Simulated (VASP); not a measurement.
# P in VASP: single point with r2SCAN

Aim: the single point of P with r2SCAN.

Everything below comes from runs of VASP 6.6.1. Logs are shortened: lines on timing, memory, paths and dates and some standing lists are left out, and cuts for length are marked.

## Step 1: The cell of the first run

The cell holds a slab with vacuum, 4 atoms: a = 3.288 Å, b = 34.870 Å, c = 4.587 Å, α = 90.00°, β = 90.00°, γ = 90.00°.

## Step 2: Single point, r2SCAN

Contents of POSCAR:

```
P
1.0
    3.2884129840      0.0000000000      0.0000000000
    0.0000000000     34.8700018438      0.0000000000
    0.0000000000      0.0000000000      4.5873407749
P
4
Direct
    0.0000000000      0.9700352344      0.5897387353
    0.0000000000      0.0299647656      0.4102612647
    0.5000000000      0.0299647656      0.0897387353
    0.5000000000      0.9700352344      0.9102612647
```

Contents of INCAR.step1:

```
SYSTEM = P
PREC     = Accurate       ! precision mode
ENCUT    = 520            ! plane-wave cutoff, eV
ISMEAR   = 0              ! smearing method
SIGMA    = 0.01           ! smearing width, eV
LREAL    = .FALSE.        ! projectors in reciprocal space
LASPH    = .TRUE.         ! aspherical terms in the spheres
NELM     = 80             ! most SCF steps
NBANDS   = 18             ! bands
GGA      = PE             ! functional
ALGO     = Normal         ! electronic algorithm
EDIFF    = 1E-4           ! SCF threshold, eV
LWAVE    = .TRUE.         ! write WAVECAR
LCHARG   = .FALSE.        ! write CHGCAR
```

Contents of INCAR.step2:

```
SYSTEM = P
PREC     = Accurate       ! precision mode
ENCUT    = 520            ! plane-wave cutoff, eV
EDIFF    = 1E-6           ! SCF threshold, eV
ISMEAR   = 0              ! smearing method
SIGMA    = 0.01           ! smearing width, eV
LREAL    = .FALSE.        ! projectors in reciprocal space
LASPH    = .TRUE.         ! aspherical terms in the spheres
NELM     = 80             ! most SCF steps
ALGO     = Normal         ! electronic algorithm
ISIF     = 2              ! what is computed and relaxed
LWAVE    = .FALSE.        ! write WAVECAR
LCHARG   = .FALSE.        ! write CHGCAR
METAGGA  = R2SCAN         ! meta-GGA
LMIXTAU  = .TRUE.       
NBANDS   = 18             ! bands
ISTART   = 1
```

Contents of KPOINTS:

```
regular mesh
0
G
  4 1 4
  0 0 0
```

Potentials or basis: VASP PAW PBE potentials, release 64 (P).

Run with:

```console
$ cat potpaw_PBE.64/P/POTCAR > POTCAR
$ cp INCAR.step1 INCAR
$ mpirun -np 1 vasp_std > vasp.out
$ cp INCAR.step2 INCAR
$ mpirun -np 1 vasp_std > vasp.out
```

OUTCAR:

```text
SYSTEM = P
   PREC = Accurate
   ENCUT = 520
   EDIFF = 1E-6
   ISMEAR = 0
   LREAL = .FALSE.
   LASPH = .TRUE.
   NELM = 80
   ISIF = 2
   METAGGA = R2SCAN
   ISTART = 1

 ion  position               nearest neighbor table
   1  0.000  0.970  0.590-   4 2.21   4 2.21   2 2.25
   2  0.000  0.030  0.410-   3 2.21   3 2.21   1 2.25
   3  0.500  0.030  0.090-   2 2.21   2 2.21   4 2.25
   4  0.500  0.970  0.910-   1 2.21   1 2.21   3 2.25

  LATTYP: Found a simple orthorhombic cell.
 ALAT       =     3.2884129840
 B/A-ratio  =     1.3950014178
 C/A-ratio  =    10.6038998184

  Lattice vectors:

 A1 = (  -3.2884129840,   0.0000000000,   0.0000000000)
 A2 = (   0.0000000000,   0.0000000000,   4.5873407749)
 A3 = (   0.0000000000,  34.8700018438,   0.0000000000)

Analysis of symmetry for initial positions (statically):
=====================================================================
 Subroutine PRICEL returns:
 Original cell was already a primitive cell.

 Routine SETGRP: Setting up the symmetry group for a
 simple orthorhombic supercell.

 Subroutine GETGRP returns: Found  8 space group operations
 (whereof  4 operations were pure point group operations)
 out of a pool of  8 trial point group operations.

The static configuration has the point symmetry C_2h.
 The point group associated with its full space group is D_2h.

Analysis of symmetry for dynamics (positions and initial velocities):
=====================================================================
 Subroutine PRICEL returns:
 Original cell was already a primitive cell.

 Routine SETGRP: Setting up the symmetry group for a
 simple orthorhombic supercell.

 Subroutine GETGRP returns: Found  8 space group operations
 (whereof  4 operations were pure point group operations)
 out of a pool of  8 trial point group operations.

The dynamic configuration has the point symmetry C_2h.
 The point group associated with its full space group is D_2h.

 Subroutine INISYM returns: Found  8 space group operations
 (whereof  4 operations are pure point group operations),
 and found     1 'primitive' translations

----------------------------------------------------------------------------------------

                                     Primitive cell

  volume of cell :     526.0165

  direct lattice vectors                    reciprocal lattice vectors
     3.288412984  0.000000000  0.000000000     0.304098057  0.000000000  0.000000000
     0.000000000 34.870001844  0.000000000     0.000000000  0.028677945  0.000000000
     0.000000000  0.000000000  4.587340775     0.000000000  0.000000000  0.217991217

  length of vectors
     3.288412984 34.870001844  4.587340775     0.304098057  0.028677945  0.217991217

  position of ions in fractional coordinates (direct lattice)
     0.000000000  0.970035234  0.589738735
     0.000000000  0.029964766  0.410261265
     0.500000000  0.029964766  0.089738735
     0.500000000  0.970035234  0.910261265

  ion indices of the primitive-cell ions
   primitive index   ion index
                 1           1
                 2           2
                 3           3
                 4           4

----------------------------------------------------------------------------------------

 KPOINTS: regular mesh

Automatic generation of k-mesh.
 Grid dimensions read from file:
 generate k-points for:    4    1    4

 Generating k-lattice:

  Cartesian coordinates                     Fractional coordinates (reciprocal lattice)
     0.076024514  0.000000000  0.000000000     0.250000000  0.000000000  0.000000000
     0.000000000  0.028677945  0.000000000     0.000000000  1.000000000  0.000000000
     0.000000000  0.000000000  0.054497804     0.000000000  0.000000000  0.250000000

  Length of vectors
     0.076024514  0.028677945  0.054497804

  Shift w.r.t. Gamma in fractional coordinates (k-lattice)
     0.000000000  0.000000000  0.000000000

 Subroutine IBZKPT returns following result:
 ===========================================

 Found      9 irreducible k-points:

 Following reciprocal coordinates:
            Coordinates               Weight
  0.000000  0.000000  0.000000      1.000000
  0.250000  0.000000  0.000000      2.000000
  0.500000  0.000000  0.000000      1.000000
  0.000000  0.000000  0.250000      2.000000
  0.250000  0.000000  0.250000      4.000000
  0.500000  0.000000  0.250000      2.000000
  0.000000  0.000000  0.500000      1.000000
  0.250000  0.000000  0.500000      2.000000
  0.500000  0.000000  0.500000      1.000000
   k-points           NKPTS =      9   k-points in BZ     NKDIM =      9   number of bands    NBANDS=     18
   number of dos      NEDOS =    301   number of ions     NIONS =      4
   total plane-waves  NPLWV = 233280
   dimension x,y,z NGX =    24 NGY =  270 NGZ =   36
   dimension x,y,z NGXF=    48 NGYF=  540 NGZF=   72
   ions per type =               4
   NGX,Y,Z   is equivalent  to a cutoff of  12.13, 12.87, 13.05 a.u.
   NGXF,Y,Z  is equivalent  to a cutoff of  24.27, 25.74, 26.09 a.u.
 SYSTEM =  P
   PREC   = accura    normal or accurate (medium, high low for compatibility)
   ISTART =      1    job   : 0-new  1-cont  2-samecut
   ICHARG =      0    charge: 1-file 2-atom 10-const
   ISPIN  =      1    spin polarized calculation?
   LNONCOLLINEAR =      F non collinear calculations
   LSORBIT =      F    spin-orbit coupling
   LASPH  =      T    aspherical Exc in radial PAW
   ENCUT  =  520.0 eV  38.22 Ry    6.18 a.u.   6.11 64.84  8.53*2*pi/ulx,y,z
   NELM   =     80;   NELMIN=  2; NELMDL=  0     # of ELM steps
   EDIFF  = 0.1E-05   stopping-criterion for ELM
   LREAL  =      F    real-space projection
   EDIFFG = 0.1E-04   stopping-criterion for IOM
   NSW    =      0    number of steps for IOM
   IBRION =     -1    ionic relax: 0-MD 1-quasi-New 2-CG
   NFREE  =      0    steps in history (QN), initial steepest desc. (CG)
   ISIF   =      2    stress and relaxation
   ISYM   =      2    0-nonsym 1-usesym 2-fastsym
   POTIM  = 0.5000    time-step for ionic-motion
   TEBEG  =    0.0;   TEEND  =   0.0 temperature during run
   PSTRESS=    0.0 pullay stress
   NELECT =      20.0000    total number of electrons
   NUPDOWN=      -1.0000    fix difference up-down
   EMIN   =  10.00;   EMAX   =-10.00  energy-range for DOS
   EFERMI =   0.00;   METHOD = LEGACY
   ISMEAR =     0;   SIGMA  =   0.01  broadening in eV -4-tet -1-fermi 0-gaus
   EFERMI_NEDOS =   21; number of points for ismear=-14 and -15
   IALGO  =     38    algorithm
   IMIX   =      4    mixing-type and parameters
     AMIX     =   0.40;   BMIX     =  1.00
     AMIX_MAG =   1.60;   BMIX_MAG =  1.00
  volume/ion in A,a.u.               =     131.50       887.43
  Fermi-wavevector in a.u.,A,eV,Ry     =   0.550493  1.040281  4.123143  0.303042
  Thomas-Fermi vector in A             =   1.582085
   LORBIT       =      0    0 simple, 1 ext, 2 COOP (PROOUT), +10 PAW based schemes
   METAGGA = R2SCAN    functional components
   LHFCALC =     F    Hartree Fock is set to
   AEXX    =    0.0000 exact exchange contribution
   IVDW    =     0    specifies the selected vdW correction
   LEPSILON=     F    determine dielectric tensor
   LRPA    =     F    only Hartree local field effects (RPA)
 non-spin polarized calculation
 Gauss-broadening in eV      SIGMA  =   0.01
  energy-cutoff  :      520.00
  volume of cell :      526.02
 maximum number of plane-waves:     14200
   NGX = 13   NGY =129   NGZ = 17

 number of electron      20.0000001 magnetization

 Free energy of the ion-electron system (eV)
  ---------------------------------------------------
  ext. energy  EPLUGINS =         0.00000000
  ---------------------------------------------------
  free energy    TOTEN  =       -35.69308664 eV

  energy without entropy =      -35.69308664  energy(sigma->0) =      -35.69308664

 E-fermi :  -3.4604     XC(G=0):  -1.7349

 val. band max:       -3.5762144077   @ k =   0.0000   0.0000   0.0000
 cond. band min:      -2.5030258720   @ k =   0.0000   0.0000   0.0000
 fundamental gap:      1.0731885358
 Fermi energy:        -3.4603680905

 k-point     1 :       0.0000    0.0000    0.0000
  band No.  band energies     occupation
      1     -19.4452      2.00000
      2     -16.8080      2.00000
      3     -13.2102      2.00000
      4      -9.6267      2.00000
      5      -8.3447      2.00000
      6      -8.3436      2.00000
[... 10 lines left out ...]
     17       1.7123      0.00000
     18       1.8593      0.00000

 k-point     2 :       0.2500    0.0000    0.0000
  band No.  band energies     occupation
      1     -18.6627      2.00000
      2     -15.9843      2.00000
      3     -13.8375      2.00000
      4      -9.9250      2.00000
      5      -9.2514      2.00000
      6      -9.0960      2.00000
[... 10 lines left out ...]
     17       2.3462      0.00000
     18       2.5753      0.00000

 k-point     3 :       0.5000    0.0000    0.0000
  band No.  band energies     occupation
      1     -16.4527      2.00000
      2     -16.4527      2.00000
      3     -13.5676      2.00000
      4     -13.5676      2.00000
      5      -8.8588      2.00000
      6      -8.8588      2.00000
[... 10 lines left out ...]
     17       3.6835      0.00000
     18       3.6835      0.00000

 k-point     4 :       0.0000    0.0000    0.2500
  band No.  band energies     occupation
      1     -19.1293      2.00000
      2     -17.2562      2.00000
      3     -13.1792      2.00000
      4     -10.8550      2.00000
      5      -7.7872      2.00000
      6      -7.1437      2.00000
[... 10 lines left out ...]
     17       1.9380      0.00000
     18       1.9957      0.00000

 k-point     5 :       0.2500    0.0000    0.2500
  band No.  band energies     occupation
      1     -18.3571      2.00000
      2     -16.5019      2.00000
      3     -13.4253      2.00000
      4     -10.9241      2.00000
      5      -9.6133      2.00000
      6      -8.7953      2.00000
[... 10 lines left out ...]
     17       2.7964      0.00000
     18       3.0218      0.00000

 k-point     6 :       0.5000    0.0000    0.2500
  band No.  band energies     occupation
      1     -16.2840      2.00000
      2     -16.2840      2.00000
      3     -13.7414      2.00000
      4     -13.7414      2.00000
      5      -9.0345      2.00000
      6      -9.0345      2.00000
[... 10 lines left out ...]
     17       3.2226      0.00000
     18       3.2226      0.00000

 k-point     7 :       0.0000    0.0000    0.5000
  band No.  band energies     occupation
      1     -18.2720      2.00000
      2     -18.2720      2.00000
      3     -12.3968      2.00000
      4     -12.3968      2.00000
      5      -6.6602      2.00000
      6      -6.6602      2.00000
[... 10 lines left out ...]
     17       2.8921      0.00000
     18       2.8921      0.00000

 k-point     8 :       0.2500    0.0000    0.5000
  band No.  band energies     occupation
      1     -17.5259      2.00000
      2     -17.5259      2.00000
      3     -12.3578      2.00000
      4     -12.3578      2.00000
      5      -9.3147      2.00000
      6      -9.3147      2.00000
[... 10 lines left out ...]
     17       3.3749      0.00000
     18       3.3749      0.00000

 k-point     9 :       0.5000    0.0000    0.5000
  band No.  band energies     occupation
      1     -16.0767      2.00000
      2     -16.0767      2.00000
      3     -13.9767      2.00000
      4     -13.9767      2.00000
      5      -8.8541      2.00000
      6      -8.8541      2.00000
[... 10 lines left out ...]
     17       3.3019      0.00000
     18       3.3019      0.00000

------------------------ aborting loop because EDIFF is reached ----------------------------------------

  FORCE on cell =-STRESS in cart. coord.  units (eV):
  Direction    XX          YY          ZZ          XY          YZ          ZX
  --------------------------------------------------------------------------------------
  -------------------------------------------------------------------------------------
  Total        0.8362029     -0.3812303     -0.5178836      0.0000000      0.0000000      0.0000000
  in kB        2.5469646     -1.1611777     -1.5774058      0.0000000      0.0000000      0.0000000
  external PRESSURE =      -0.0638729 kB  Pullay stress =       0.0000000 kB

 VOLUME and BASIS-vectors are now :
 -----------------------------------------------------------------------------
  energy-cutoff  :      520.00
  volume of cell :      526.02
      direct lattice vectors                 reciprocal lattice vectors
     3.288412984  0.000000000  0.000000000     0.304098057  0.000000000  0.000000000
     0.000000000 34.870001844  0.000000000     0.000000000  0.028677945  0.000000000
     0.000000000  0.000000000  4.587340775     0.000000000  0.000000000  0.217991217

 POSITION                                       TOTAL-FORCE (eV/Angst)
 -----------------------------------------------------------------------------------
      0.00000     33.82513      2.70533         0.000000      0.087077      0.085376
      0.00000      1.04487      1.88201         0.000000     -0.087077     -0.085376
      1.64421      1.04487      0.41166         0.000000     -0.087077      0.085376
      1.64421     33.82513      4.17568        -0.000000      0.087077     -0.085376
 -----------------------------------------------------------------------------------
    total drift:                               -0.000000     -0.000000      0.000000

  FREE ENERGIE OF THE ION-ELECTRON SYSTEM (eV)
  ---------------------------------------------------
  free  energy   TOTEN  =       -35.6930866423 eV

  energy  without entropy=      -35.6930866423  energy(sigma->0) =      -35.69308664
```

Run time: 10 min. Hardware: 1 thread of Oxide Virtual Turin-like, shared host; peak memory 0.54 GiB.

Results:

```
Free energy            : -35.6931 eV
Largest force          : 0.122 eV/Å
Band gap on the k mesh : 1.07 eV
```

Forces in eV/Å, atoms in the order of the input:
```
P    0.000  0.087  0.085
P    0.000 -0.087 -0.085
P    0.000 -0.087  0.085
P    0.000  0.087 -0.085
```

Levels at points of the mesh, in eV from the valence-band top:
```csv
k point,band 7,band 8,band 9,band 10,band 11,band 12,band 13,band 14
"(0.00, 0.00, 0.00)",-3.66,-1.98,-1.75,0.00,1.07,1.87,2.98,3.57
"(0.50, 0.00, 0.00)",-2.88,-2.88,-2.03,-2.03,1.49,1.49,2.44,2.44
"(0.00, 0.00, 0.50)",-2.82,-2.82,-1.35,-1.35,2.40,2.40,3.94,3.94
"(0.50, 0.00, 0.50)",-4.77,-4.77,-1.19,-1.19,2.63,2.63,4.19,4.19
```

Caveat: the k points lie up to 0.48 Å⁻¹ apart; there is no dipole correction, which matters where the two faces differ; the PAW data sets were made with another functional, which shifts forces and pressure a little.
